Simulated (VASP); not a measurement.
# BN (P6_3/mmc) in VASP: G0W0 quasiparticle levels with PBE

Aim: the G0W0 quasiparticle levels of BN with PBE.

Everything below comes from runs of VASP 6.6.1. Logs are shortened: lines on timing, memory, paths and dates and some standing lists are left out, and cuts for length are marked.

### Step 1. The cell of the first run

It takes space group P6_3/mmc (No. 194, hexagonal). The conventional cell has a = 2.491 Å, b = 2.491 Å, c = 4.001 Å, α = 90.00°, β = 90.00°, γ = 120.00°. Within 2.3 Å of B (site symmetry -3m) lie 6 N at 1.75 Å and 2 B at 2.00 Å. N (site symmetry -6m2) has 6 B at 1.75 Å within 2.3 Å.

### Step 2. G0W0 quasiparticle levels, PBE

File POSCAR:

```
BN
1.0
    2.4913353509      0.0000000000      0.0000000000
   -1.2456676755      2.1575597032      0.0000000000
    0.0000000000      0.0000000000      4.0010591815
B N
2 2
Direct
    0.0000000000      0.0000000000      0.0000000000
    0.0000000000      0.0000000000      0.5000000000
    0.3333333333      0.6666666667      0.2500000000
    0.6666666667      0.3333333333      0.7500000000
```

File INCAR.step1:

```
ALGO     = Normal         # electronic algorithm
EDIFF    = 1E-8           # SCF threshold, eV
ENCUT    = 500            # plane-wave cutoff, eV
GGA      = PE             # functional
ISMEAR   = 0              # smearing method
LASPH    = True           # aspherical terms in the spheres
LCHARG   = False          # write CHGCAR
LREAL    = False          # projectors in reciprocal space
LWAVE    = True           # write WAVECAR
NELM     = 80             # most SCF steps
PREC     = Accurate       # precision mode
SIGMA    = 0.01           # smearing width, eV
```

File INCAR.step2:

```
ALGO     = Exact          # electronic algorithm
EDIFF    = 1E-8           # SCF threshold, eV
ENCUT    = 500            # plane-wave cutoff, eV
GGA      = PE             # functional
ISMEAR   = 0              # smearing method
ISTART   = 1            
LASPH    = True           # aspherical terms in the spheres
LCHARG   = False          # write CHGCAR
LOPTICS  = True           # frequency-dependent dielectric function
LREAL    = False          # projectors in reciprocal space
LWAVE    = True           # write WAVECAR
NBANDS   = 42             # bands
NELM     = 1              # most SCF steps
PREC     = Accurate       # precision mode
SIGMA    = 0.01           # smearing width, eV
```

File INCAR.step3:

```
ALGO     = EVGW0          # electronic algorithm
EDIFF    = 1E-8           # SCF threshold, eV
ENCUT    = 500            # plane-wave cutoff, eV
ENCUTGW  = 80.0           # cutoff of the response function
GGA      = PE             # functional
ISMEAR   = 0              # smearing method
ISTART   = 1            
LASPH    = True           # aspherical terms in the spheres
LCHARG   = False          # write CHGCAR
LREAL    = False          # projectors in reciprocal space
LWAVE    = False          # write WAVECAR
NBANDS   = 42             # bands
NBANDSGW = 16           
NELMGW   = 1            
NOMEGA   = 96             # frequency points
OMEGAMAX = 30           
PREC     = Accurate       # precision mode
PRECFOCK = Fast         
SIGMA    = 0.01           # smearing width, eV
```

File KPOINTS:

```
k-points
0
Gamma
  9 9 6
```

Potentials or basis: VASP PAW PBE potentials, release 64 (B_GW, N_GW).

Started as:

```bash
$ cat potpaw_PBE.64/B_GW/POTCAR potpaw_PBE.64/N_GW/POTCAR > POTCAR
$ cp INCAR.step1 INCAR
$ mpirun -np 1 vasp_std > vasp.out
$ cp INCAR.step2 INCAR
$ mpirun -np 1 vasp_std > vasp.out
$ cp INCAR.step3 INCAR
$ mpirun -np 1 vasp_std > vasp.out
```

OUTCAR:

```text
EDIFF = 1E-8
   ENCUT = 500
   ENCUTGW = 80.0
   GGA = PE
   ISMEAR = 0
   ISTART = 1
   LASPH = True
   LREAL = False
   NELMGW = 1
   PREC = Accurate
   PRECFOCK = Fast

 ion  position               nearest neighbor table
   1  0.000  0.000  0.000-   3 1.75   4 1.75   4 1.75   3 1.75   4 1.75   3 1.75   2 2.00   2 2.00

   2  0.000  0.000  0.500-   3 1.75   4 1.75   4 1.75   3 1.75   4 1.75   3 1.75   1 2.00   1 2.00

   3  0.333  0.667  0.250-   1 1.75   2 1.75   1 1.75   2 1.75   1 1.75   2 1.75
   4  0.667  0.333  0.750-   1 1.75   2 1.75   1 1.75   2 1.75   1 1.75   2 1.75

  LATTYP: Found a hexagonal cell.
 ALAT       =     2.4913353509
 C/A-ratio  =     1.6059898079

  Lattice vectors:

 A1 = (   2.4913353509,   0.0000000000,   0.0000000000)
 A2 = (  -1.2456676755,   2.1575597032,   0.0000000000)
 A3 = (   0.0000000000,   0.0000000000,   4.0010591815)

Analysis of symmetry for initial positions (statically):
=====================================================================
 Subroutine PRICEL returns:
 Original cell was already a primitive cell.

 Routine SETGRP: Setting up the symmetry group for a
 hexagonal supercell.

 Subroutine GETGRP returns: Found 24 space group operations
 (whereof 12 operations were pure point group operations)
 out of a pool of 24 trial point group operations.

The static configuration has the point symmetry D_3d.
 The point group associated with its full space group is D_6h.

Analysis of symmetry for dynamics (positions and initial velocities):
=====================================================================
 Subroutine PRICEL returns:
 Original cell was already a primitive cell.

 Routine SETGRP: Setting up the symmetry group for a
 hexagonal supercell.

 Subroutine GETGRP returns: Found 24 space group operations
 (whereof 12 operations were pure point group operations)
 out of a pool of 24 trial point group operations.

The dynamic configuration has the point symmetry D_3d.
 The point group associated with its full space group is D_6h.

 Subroutine INISYM returns: Found 24 space group operations
 (whereof 12 operations are pure point group operations),
 and found     1 'primitive' translations

----------------------------------------------------------------------------------------

                                     Primitive cell

  volume of cell :      21.5065

  direct lattice vectors                    reciprocal lattice vectors
     2.491335351  0.000000000  0.000000000     0.401391165  0.231743297  0.000000000
    -1.245667676  2.157559703  0.000000000     0.000000000  0.463486595  0.000000000
     0.000000000  0.000000000  4.001059181     0.000000000  0.000000000  0.249933819

  length of vectors
     2.491335351  2.491335351  4.001059181     0.463486595  0.463486595  0.249933819

  position of ions in fractional coordinates (direct lattice)
     0.000000000  0.000000000  0.000000000
     0.000000000  0.000000000  0.500000000
     0.333333333  0.666666667  0.250000000
     0.666666667  0.333333333  0.750000000

  ion indices of the primitive-cell ions
   primitive index   ion index
                 1           1
                 2           2
                 3           3
                 4           4

----------------------------------------------------------------------------------------

 KPOINTS: k-points

Automatic generation of k-mesh.
 Grid dimensions read from file:
 generate k-points for:    9    9    6

 Generating k-lattice:

  Cartesian coordinates                     Fractional coordinates (reciprocal lattice)
     0.044599018  0.025749255  0.000000000     0.111111111 -0.000000000  0.000000000
     0.000000000  0.051498511  0.000000000     0.000000000  0.111111111  0.000000000
     0.000000000  0.000000000  0.041655636     0.000000000  0.000000000  0.166666667

  Length of vectors
     0.051498511  0.051498511  0.041655636

  Shift w.r.t. Gamma in fractional coordinates (k-lattice)
     0.000000000  0.000000000  0.000000000

 Subroutine IBZKPT returns following result:
 ===========================================

 Found     48 irreducible k-points:

 Following reciprocal coordinates:
            Coordinates               Weight
  0.000000  0.000000  0.000000      1.000000
  0.111111  0.000000  0.000000      6.000000
  0.222222  0.000000  0.000000      6.000000
  0.333333  0.000000  0.000000      6.000000
  0.444444  0.000000  0.000000      6.000000
  0.111111  0.111111  0.000000      6.000000
[... 16 lines left out ...]
  0.333333  0.222222  0.166667     24.000000
  0.333333  0.333333  0.166667      4.000000
 [... further k-points ...]
   k-points           NKPTS =     48   k-points in BZ     NKDIM =    486   number of bands    NBANDS=     42
   number of dos      NEDOS =    301   number of ions     NIONS =      4
   total plane-waves  NPLWV =   9720
   dimension x,y,z NGX =    18 NGY =   18 NGZ =   30
   dimension x,y,z NGXF=    36 NGYF=   36 NGZF=   60
   ions per type =               2   2
   NGX,Y,Z   is equivalent  to a cutoff of  12.01, 12.01, 12.47 a.u.
   NGXF,Y,Z  is equivalent  to a cutoff of  24.02, 24.02, 24.93 a.u.
 SYSTEM =  unknown system
   PREC   = accura    normal or accurate (medium, high low for compatibility)
   ISTART =      1    job   : 0-new  1-cont  2-samecut
   ICHARG =      0    charge: 1-file 2-atom 10-const
   ISPIN  =      1    spin polarized calculation?
   LNONCOLLINEAR =      F non collinear calculations
   LSORBIT =      F    spin-orbit coupling
   LASPH  =      T    aspherical Exc in radial PAW
   ENCUT  =  500.0 eV  36.75 Ry    6.06 a.u.   4.54  4.54  7.29*2*pi/ulx,y,z
   NELM   =     60;   NELMIN=  2; NELMDL=  0     # of ELM steps
   EDIFF  = 0.1E-07   stopping-criterion for ELM
   LREAL  =      F    real-space projection
   EDIFFG = 0.1E-06   stopping-criterion for IOM
   NSW    =      0    number of steps for IOM
   IBRION =     -1    ionic relax: 0-MD 1-quasi-New 2-CG
   NFREE  =      0    steps in history (QN), initial steepest desc. (CG)
   ISIF   =      0    stress and relaxation
   ISYM   =      3    0-nonsym 1-usesym 2-fastsym
   POTIM  = 0.5000    time-step for ionic-motion
   TEBEG  =    0.0;   TEEND  =   0.0 temperature during run
   PSTRESS=    0.0 pullay stress
   NELECT =      16.0000    total number of electrons
   NUPDOWN=      -1.0000    fix difference up-down
   EMIN   =  10.00;   EMAX   =-10.00  energy-range for DOS
   EFERMI =   0.00;   METHOD = LEGACY
   ISMEAR =     0;   SIGMA  =   0.01  broadening in eV -4-tet -1-fermi 0-gaus
   EFERMI_NEDOS =   21; number of points for ismear=-14 and -15
   IALGO  =     38    algorithm
   IMIX   =      4    mixing-type and parameters
     AMIX     =   0.40;   BMIX     =  1.00
     AMIX_MAG =   1.60;   BMIX_MAG =  1.00
  volume/ion in A,a.u.               =       5.38        36.28
  Fermi-wavevector in a.u.,A,eV,Ry     =   1.483400  2.803219 29.939272  2.200474
  Thomas-Fermi vector in A             =   2.597066
   LORBIT       =      0    0 simple, 1 ext, 2 COOP (PROOUT), +10 PAW based schemes
   GGA     = PE    functional components
   LHFCALC =     T    Hartree Fock is set to
   PRECFOCK=fast      Normal, Fast or Accurate (Low or Medium for compatibility)
   ENCUT4O =  -1.0   cutoff for four orbital integrals eV
   NKREDX  =     1    reduce k-point grid by
   NKREDY  =     1    reduce k-point grid by
   NKREDZ  =     1    reduce k-point grid by
   AEXX    =    1.0000 exact exchange contribution
   HFSCREEN=    0.0000 screening length (either q_TF or 0.3 A-1)
   HFSCREENC=   0.0000 screening length for correlation (either q_TF or 0.3 A-1)
   ENCUTFOCK=  -1.0 apply spherical cutoff to Coloumb kernel
   IVDW    =     0    specifies the selected vdW correction
   LEPSILON=     F    determine dielectric tensor
   LRPA    =     F    only Hartree local field effects (RPA)
   LRPAFORCE           =     F    calculate RPA forces
   ENCUTGW             =  80.0    cutoff for response function in eV
   ENCUTGWSOFT         =  64.0    soft cutoff for Coulomb kernel in GW response function in eV
   ENCUTLF             =  -1.0    cutoff for local field effects
   NELMGW              =     1    number of iterations in solving QP/BSE equation
   NELMHF              =     1    number of iterations in the inner HF iteration
   NKREDLFX            =     1    NKREDLFY  =   1   NKREDLFZ  =   1
 non-spin polarized calculation
 Gauss-broadening in eV      SIGMA  =   0.01
  energy-cutoff  :      500.00
  volume of cell :       21.51
 maximum number of plane-waves:       564
 NGX is ok and might be reduce to    18
  NGX = 12; NGY = 12; NGZ = 20
   NGX =  9   NGY =  9   NGZ = 15
 maximum number of plane-waves:        42
 NGX is ok and might be reduce to    10

 QP shifts <psi_nk| G(iteration)W_0 |psi_nk>: iteration 1
 for sc-GW calculations column KS-energies equals QP-energies in previous step
 and V_xc(KS)=  KS-energies - (<T + V_ion + V_H > + <T+V_H+V_ion>^1  + <V_x>^1)

 k-point   1 :       0.0000    0.0000    0.0000
  band No.  KS-energies  QP-energies   sigma(KS)   V_xc(KS)     V^pw_x(r,r')   Z            occupation Imag(sigma)

      1     -12.1047     -13.0979     -16.7125     -15.3438     -26.4088       0.7256       2.0000       1.7100
      2      -6.9776      -7.6861     -17.3649     -16.4279     -26.0635       0.7562       2.0000       1.1457
      3      -2.0008      -2.5063     -15.3640     -14.6894     -21.9189       0.7494       2.0000       0.5502
      4       8.7456       8.8908     -16.9217     -17.1028     -20.4916       0.8014       2.0000       0.0654
      5       8.7456       8.8908     -16.9217     -17.1028     -20.4916       0.8014       2.0000       0.0654
      6       9.5279       9.8023     -17.7775     -18.1177     -21.0594       0.8067       2.0000       0.0578
[... 8 lines left out ...]
     15      24.9491      26.4531     -12.3177     -14.3053      -4.7157       0.7567       0.0000      -0.3447
     16      25.3267      27.0036     -15.3738     -17.6288      -7.8182       0.7436       0.0000      -0.4478

 k-point   2 :       0.1111    0.0000    0.0000
  band No.  KS-energies  QP-energies   sigma(KS)   V_xc(KS)     V^pw_x(r,r')   Z            occupation Imag(sigma)

      1     -11.8013     -12.7849     -16.7167     -15.3726     -26.3470       0.7318       2.0000       1.6871
      2      -6.6970      -7.3931     -17.3993     -16.4817     -26.0364       0.7586       2.0000       1.1146
      3      -1.7330      -2.2268     -15.3708     -14.7127     -21.8266       0.7505       2.0000       0.5198
      4       6.6844       6.6280     -16.6786     -16.6073     -20.6417       0.7911       2.0000       0.0852
      5       7.6380       7.6816     -16.7659     -16.8207     -20.5274       0.7969       2.0000       0.0742
      6       8.8602       9.0316     -17.5403     -17.7536     -20.9374       0.8035       2.0000       0.0620
[... 8 lines left out ...]
     15      24.2119      25.6694     -12.2435     -14.1491      -4.9919       0.7648       0.0000      -0.2993
     16      25.3653      27.0748     -15.1035     -17.3949      -7.5540       0.7461       0.0000      -0.4378
[... 421 lines left out ...]
 k-point  24 :       0.3333    0.3333    0.1667
  band No.  KS-energies  QP-energies   sigma(KS)   V_xc(KS)     V^pw_x(r,r')   Z            occupation Imag(sigma)

      1      -5.2489      -5.8773     -17.6829     -16.8507     -26.0999       0.7551       2.0000       0.9528
      2      -5.2489      -5.8773     -17.6829     -16.8507     -26.0999       0.7551       2.0000       0.9528
      3      -1.4658      -2.0167     -15.6084     -14.8774     -21.8088       0.7535       2.0000       0.4453
      4       1.1238       0.7797     -15.6473     -15.1980     -20.7562       0.7657       2.0000       0.2400
      5       2.0777       1.7522     -15.8805     -15.4545     -21.0653       0.7640       2.0000       0.2223
      6       2.0777       1.7522     -15.8805     -15.4545     -21.0653       0.7640       2.0000       0.2223
[... 8 lines left out ...]
     15      24.4903      26.2301     -14.3486     -16.6501      -7.1060       0.7559       0.0000      -0.3436
     16      24.4903      26.2301     -14.3486     -16.6501      -7.1060       0.7559       0.0000      -0.3436

 [... further k-points ...]
```

Run time: 8.6 min. Hardware: 1 thread of Intel Xeon 6975P-C (Granite Rapids), shared host; peak memory 0.59 GiB.

Results:

* Quasiparticle gap: 1.97 eV
* Least direct quasiparticle gap: 5.98 eV
* Band gap of the starting levels on the mesh: 1.61 eV
* Least direct gap of the starting levels on the mesh: 5.20 eV

Caveat: bands, screening cutoff and mesh are small and nothing is extrapolated, so the quasiparticle values aren't converged.
